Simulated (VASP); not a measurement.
# Be (a cell with a defect) in VASP: single point with PBE

Aim: the single point of Be (a cell with a defect) with PBE.

Everything below comes from runs of VASP 6.6.1. Logs are shortened: lines on timing, memory, paths and dates and some standing lists are left out, and cuts for length are marked.

## Step 1: The cell of the first run

The cell holds a defect, 17 atoms: a = 4.580 Å, b = 3.966 Å, c = 7.177 Å, α = 90.00°, β = 90.00°, γ = 90.00°.

## Step 2: Single point, PBE

INCAR

```
SYSTEM = Be
PREC     = Accurate       ! precision mode
ENCUT    = 520            ! plane-wave cutoff, eV
EDIFF    = 1E-6           ! SCF threshold, eV
ISMEAR   = 0              ! smearing method
SIGMA    = 0.15           ! smearing width, eV
LREAL    = Auto         
LASPH    = .TRUE.         ! aspherical terms in the spheres
NELM     = 60             ! most SCF steps
ALGO     = Normal         ! electronic algorithm
ISIF     = 2              ! what is computed and relaxed
LWAVE    = .FALSE.        ! write WAVECAR
LCHARG   = .FALSE.        ! write CHGCAR
GGA      = PE             ! functional
NBANDS   = 31             ! bands
```

KPOINTS

```
Automatic mesh
0
G
  5 5 3
  0 0 0
```

POSCAR

```
Be
1.0
   -2.2900000000     -3.9663960000      0.0000000000
    3.4350000000     -1.9831980000      0.0000000000
    0.0000000000      0.0000000000      7.1768600000
Be
17
Direct
    0.7396970834      0.4980816072      0.0024776852
    0.5749091023      0.2056485718      0.2496076278
    0.7399673987      0.4992099980      0.4974688095
    0.5013093012      0.3218810189      0.7498325173
    0.4965269212     -0.0330816158     -0.0031871877
    0.2035423185      0.9702730449      0.2516660489
    0.4956545556     -0.0329348087      0.5028065198
    0.2475084726      0.8382079774      0.7500273100
    0.2421015365      0.4972607041      0.0017674861
    0.0089655717      0.3822588528      0.2499615431
    0.2419909451      0.4969907611      0.4978707959
   -0.0005720412      0.3481205315      0.7501848998
   -0.0139294551      0.0278886602     -0.0064065622
    0.8252063697      0.8236831402      0.2497372110
   -0.0159324260      0.0287542196      0.5072612535
    0.7521435292      0.8278951039      0.7500558740
    0.4557029863      0.6416159647      0.2496296430
```

Potentials or basis: VASP PAW PBE potentials, release 64 (Be).

Launch:

```
$ cat potpaw_PBE.64/Be/POTCAR > POTCAR
$ mpirun -np 1 vasp_std > vasp.out
```

OUTCAR:

```text
SYSTEM = Be
   PREC = Accurate
   ENCUT = 520
   EDIFF = 1E-6
   ISMEAR = 0
   LREAL = Auto
   LASPH = .TRUE.
   NELM = 60
   ISIF = 2
   GGA = PE

 ion  position               nearest neighbor table
   1  0.740  0.498  0.002-   5 2.17  13 2.18  10 2.21   4 2.23  14 2.23  16 2.24  12 2.25   2 2.25
                            17 2.27   9 2.28   9 2.30   5 2.38  13 2.39
   2  0.575  0.206  0.250-  17 1.81  14 1.90   6 1.94   5 2.08   7 2.08  10 2.11   1 2.25   3 2.26
                            17 2.30
   3  0.740  0.499  0.497-   7 2.17  15 2.18  10 2.21  14 2.23   4 2.23  16 2.23  12 2.25   2 2.26
                            17 2.28  11 2.28  11 2.30  15 2.38
   4  0.501  0.322  0.750-   1 2.23   3 2.23   8 2.24   7 2.26   5 2.26  16 2.27   9 2.27  11 2.27
                            12 2.28  12 2.30  16 2.31   8 2.35
   5  0.497  0.967  0.997-   2 2.08   8 2.17   1 2.17  16 2.19   9 2.20  17 2.23  13 2.26   4 2.26
                             6 2.27  13 2.35   1 2.38
   6  0.204  0.970  0.252-  17 1.74  14 1.83  10 1.86   2 1.94  15 2.10  13 2.12   7 2.24   5 2.27
[... 9 lines left out ...]
  11  0.242  0.497  0.498-  17 2.11  10 2.12   7 2.20  15 2.20  12 2.20   8 2.26   4 2.27   3 2.28
                             3 2.30
  12  0.999  0.348  0.750-  15 2.16  13 2.16   9 2.20  11 2.20  16 2.21   1 2.25   3 2.25   8 2.25
                             4 2.28   4 2.30   8 2.32  16 2.35
  13  0.986  0.028  0.994-   6 2.12  14 2.14  12 2.16   1 2.18  16 2.20   9 2.20   8 2.25   5 2.26
                            10 2.32   5 2.35   1 2.39
  14  0.825  0.824  0.250-   6 1.83  17 1.84   2 1.90  10 1.94  13 2.14  15 2.15   3 2.23   1 2.23
                            10 2.37
  15  0.984  0.029  0.507-   6 2.10  14 2.15  12 2.16   3 2.18  16 2.19  11 2.20   8 2.25   7 2.25
                            10 2.32   7 2.36   3 2.38
  16  0.752  0.828  0.750-  15 2.19   5 2.19  13 2.20   7 2.20  12 2.21   3 2.23   1 2.24   8 2.27
                             4 2.27   8 2.31   4 2.31  12 2.35
  17  0.456  0.642  0.250-   6 1.74   2 1.81  14 1.84   9 2.11  11 2.11   5 2.23   7 2.24   1 2.27
                             3 2.28  10 2.29   2 2.30

  LATTYP: Found a simple orthorhombic cell.
 ALAT       =     3.9663962620
 B/A-ratio  =     1.1547004875
 C/A-ratio  =     1.8094157835

  Lattice vectors:

 A1 = (  -3.4350000000,   1.9831980000,   0.0000000000)
 A2 = (  -2.2900000000,  -3.9663960000,   0.0000000000)
 A3 = (   0.0000000000,   0.0000000000,   7.1768600000)

Analysis of symmetry for initial positions (statically):
=====================================================================
 Subroutine PRICEL returns:
 Original cell was already a primitive cell.

 Routine SETGRP: Setting up the symmetry group for a
 simple orthorhombic supercell.

 Subroutine GETGRP returns: Found  1 space group operations
 (whereof  1 operations were pure point group operations)
 out of a pool of  8 trial point group operations.

The static configuration has the point symmetry C_1 .

Analysis of symmetry for dynamics (positions and initial velocities):
=====================================================================
 Subroutine PRICEL returns:
 Original cell was already a primitive cell.

 Routine SETGRP: Setting up the symmetry group for a
 simple orthorhombic supercell.

 Subroutine GETGRP returns: Found  1 space group operations
 (whereof  1 operations were pure point group operations)
 out of a pool of  8 trial point group operations.

The dynamic configuration has the point symmetry C_1 .

 Subroutine INISYM returns: Found  1 space group operations
 (whereof  1 operations are pure point group operations),
 and found     1 'primitive' translations

----------------------------------------------------------------------------------------

                                     Primitive cell

  volume of cell :     130.3755

  direct lattice vectors                    reciprocal lattice vectors
    -2.290000000 -3.966396000  0.000000000    -0.109170306 -0.189088533  0.000000000
     3.435000000 -1.983198000  0.000000000     0.218340611 -0.126059022  0.000000000
     0.000000000  0.000000000  7.176860000     0.000000000  0.000000000  0.139336702

  length of vectors
     4.579999697  3.966396262  7.176860000     0.218340626  0.252118027  0.139336702

  position of ions in fractional coordinates (direct lattice)
     0.739697083  0.498081607  0.002477685
     0.574909102  0.205648572  0.249607628
     0.739967399  0.499209998  0.497468809
     0.501309301  0.321881019  0.749832517
     0.496526921  0.966918384  0.996812812
     0.203542318  0.970273045  0.251666049
[... 9 lines left out ...]
     0.752143529  0.827895104  0.750055874
     0.455702986  0.641615965  0.249629643

  ion indices of the primitive-cell ions
   primitive index   ion index
                 1           1
                 2           2
                 3           3
                 4           4
                 5           5
                 6           6
[... 9 lines left out ...]
                16          16
                17          17

----------------------------------------------------------------------------------------

 KPOINTS: Automatic mesh

Automatic generation of k-mesh.
 Grid dimensions read from file:
 generate k-points for:    5    5    3

 Generating k-lattice:

  Cartesian coordinates                     Fractional coordinates (reciprocal lattice)
    -0.021834061 -0.037817707  0.000000000     0.200000000  0.000000000  0.000000000
     0.043668122 -0.025211804  0.000000000     0.000000000  0.200000000  0.000000000
     0.000000000  0.000000000  0.046445567     0.000000000  0.000000000  0.333333333

  Length of vectors
     0.043668125  0.050423605  0.046445567

  Shift w.r.t. Gamma in fractional coordinates (k-lattice)
     0.000000000  0.000000000  0.000000000

 Subroutine IBZKPT returns following result:
 ===========================================

 Found     38 irreducible k-points:

 Following reciprocal coordinates:
            Coordinates               Weight
  0.000000  0.000000  0.000000      1.000000
  0.200000  0.000000  0.000000      2.000000
  0.400000  0.000000  0.000000      2.000000
  0.000000  0.200000  0.000000      2.000000
  0.200000  0.200000  0.000000      2.000000
 -0.200000  0.200000  0.000000      2.000000
[... 16 lines left out ...]
  0.200000 -0.200000 -0.333333      2.000000
 -0.200000 -0.200000  0.333333      2.000000
 [... further k-points ...]
   k-points           NKPTS =     38   k-points in BZ     NKDIM =     38   number of bands    NBANDS=     31
   number of dos      NEDOS =    301   number of ions     NIONS =     17
   total plane-waves  NPLWV =  58320
   dimension x,y,z NGX =    36 NGY =   30 NGZ =   54
   dimension x,y,z NGXF=    72 NGYF=   60 NGZF=  108
   ions per type =              17
   NGX,Y,Z   is equivalent  to a cutoff of  13.07, 12.57, 12.51 a.u.
   NGXF,Y,Z  is equivalent  to a cutoff of  26.13, 25.15, 25.02 a.u.
 SYSTEM =  Be
   PREC   = accura    normal or accurate (medium, high low for compatibility)
   ISTART =      0    job   : 0-new  1-cont  2-samecut
   ICHARG =      2    charge: 1-file 2-atom 10-const
   ISPIN  =      1    spin polarized calculation?
   LNONCOLLINEAR =      F non collinear calculations
   LSORBIT =      F    spin-orbit coupling
   LASPH  =      T    aspherical Exc in radial PAW
   ENCUT  =  520.0 eV  38.22 Ry    6.18 a.u.   8.52  7.37 13.34*2*pi/ulx,y,z
   NELM   =     60;   NELMIN=  2; NELMDL= -5     # of ELM steps
   EDIFF  = 0.1E-05   stopping-criterion for ELM
   LREAL  =      T    real-space projection
   EDIFFG = 0.1E-04   stopping-criterion for IOM
   NSW    =      0    number of steps for IOM
[... 5 lines left out ...]
   TEBEG  =    0.0;   TEEND  =   0.0 temperature during run
   PSTRESS=    0.0 pullay stress
   NELECT =      34.0000    total number of electrons
   NUPDOWN=      -1.0000    fix difference up-down
   EMIN   =  10.00;   EMAX   =-10.00  energy-range for DOS
   EFERMI =   0.00;   METHOD = LEGACY
   ISMEAR =     0;   SIGMA  =   0.15  broadening in eV -4-tet -1-fermi 0-gaus
   EFERMI_NEDOS =   21; number of points for ismear=-14 and -15
   IALGO  =     38    algorithm
   IMIX   =      4    mixing-type and parameters
     AMIX     =   0.40;   BMIX     =  1.00
     AMIX_MAG =   1.60;   BMIX_MAG =  1.00
  volume/ion in A,a.u.               =       7.67        51.75
  Fermi-wavevector in a.u.,A,eV,Ry     =   1.045930  1.976520 14.884349  1.093969
  Thomas-Fermi vector in A             =   2.180746
   LORBIT       =      0    0 simple, 1 ext, 2 COOP (PROOUT), +10 PAW based schemes
   GGA     = PE    functional components
   LHFCALC =     F    Hartree Fock is set to
   AEXX    =    0.0000 exact exchange contribution
   IVDW    =     0    specifies the selected vdW correction
   LEPSILON=     F    determine dielectric tensor
   LRPA    =     F    only Hartree local field effects (RPA)
 non-spin polarized calculation
 Gauss-broadening in eV      SIGMA  =   0.15
  energy-cutoff  :      520.00
  volume of cell :      130.38
 maximum number of plane-waves:      3529
 NGX is ok and might be reduce to    36
   NGX = 17   NGY = 15   NGZ = 27

 number of electron      34.0000000 magnetization

 Free energy of the ion-electron system (eV)
  ---------------------------------------------------
  ext. energy  EPLUGINS =         0.00000000
  ---------------------------------------------------
  free energy    TOTEN  =       -59.43390546 eV

  energy without entropy =      -59.41363755  energy(sigma->0) =      -59.42377150

 E-fermi :   7.4130     XC(G=0): -10.6931

 val. band max:        7.3949408688   @ k =  -0.4000  -0.2000   0.3333
 cond. band min:       7.5522787951   @ k =  -0.4000   0.2000   0.0000
 fundamental gap:      0.1573379263
 Fermi energy:         7.4130056611

 k-point     1 :       0.0000    0.0000    0.0000
  band No.  band energies     occupation
      1      -4.2825      2.00000
      2      -2.1233      2.00000
      3      -2.1080      2.00000
      4       0.8153      2.00000
      5       0.9365      2.00000
      6       2.0367      2.00000
[... 757 lines left out ...]
     28      12.3625      0.00000
     29      12.6262      0.00000

 [... further k-points ...]

 [bands above 29 left out]

------------------------ aborting loop because EDIFF is reached ----------------------------------------

  FORCE on cell =-STRESS in cart. coord.  units (eV):
  Direction    XX          YY          ZZ          XY          YZ          ZX
  --------------------------------------------------------------------------------------
  -------------------------------------------------------------------------------------
  Total       16.9219686      8.7343447     -1.4363048      4.7565472      0.0412549      0.1611484
  in kB      207.9531216    107.3358710    -17.6506687     58.4529411      0.5069790      1.9803437
  external PRESSURE =      99.2127746 kB  Pullay stress =       0.0000000 kB

 VOLUME and BASIS-vectors are now :
 -----------------------------------------------------------------------------
  energy-cutoff  :      520.00
  volume of cell :      130.38
      direct lattice vectors                 reciprocal lattice vectors
    -2.290000000 -3.966396000  0.000000000    -0.109170306 -0.189088533  0.000000000
     3.435000000 -1.983198000  0.000000000     0.218340611 -0.126059022  0.000000000
     0.000000000  0.000000000  7.176860000     0.000000000  0.000000000  0.139336702

 POSITION                                       TOTAL-FORCE (eV/Angst)
 -----------------------------------------------------------------------------------
      0.01700     -3.92173      0.01778         0.015311     -0.008303     -0.073694
     -0.61014     -2.68816      1.79140        -0.149545     -0.351490      0.011790
      0.02026     -3.92504      3.57026         0.017272      0.007690      0.066847
     -0.04234     -2.62674      5.38144         0.008008      0.017618     -0.000386
      2.18432     -3.88701      7.15399         0.032473      0.020810      0.019344
      2.86678     -2.73157      1.80617         0.177929     -0.281023     -0.008623
[... 9 lines left out ...]
      1.12141     -4.62518      5.38305         0.022744      0.041789      0.001693
      1.16039     -3.07995      1.79156        -0.176483      0.225190      0.003520
 -----------------------------------------------------------------------------------
    total drift:                               -0.000069      0.000245     -0.000186

  FREE ENERGIE OF THE ION-ELECTRON SYSTEM (eV)
  ---------------------------------------------------
  free  energy   TOTEN  =       -59.4339054599 eV

  energy  without entropy=      -59.4136375467  energy(sigma->0) =      -59.42377150
```

Run time: 3.2 min. Hardware: 1 thread of Intel Xeon Platinum 8488C (Sapphire Rapids), shared host; peak memory 0.27 GiB.

Results:

```yaml
Free_energy: -59.4339 eV
Pressure: 9.9 GPa
Largest_force: 0.382 eV/Å
Band_gap_on_the_k_mesh: zero (band 17 reaches 7.89 eV, above the bottom of band 18 at 6.84 eV)
```

Forces in eV/Å, atoms in the order of the input:
```
Be   0.015 -0.008 -0.074
Be  -0.150 -0.351  0.012
Be   0.017  0.008  0.067
Be   0.008  0.018  0.000
Be   0.032  0.021  0.019
Be   0.178 -0.281 -0.009
Be   0.030  0.006 -0.007
Be   0.054  0.058  0.002
Be  -0.019  0.064 -0.105
Be   0.006 -0.030 -0.005
Be  -0.010  0.062  0.098
Be   0.000  0.057 -0.002
Be   0.033  0.107  0.040
Be  -0.067 -0.096  0.008
Be   0.027  0.100 -0.050
Be   0.023  0.042  0.002
Be  -0.176  0.225  0.004
```
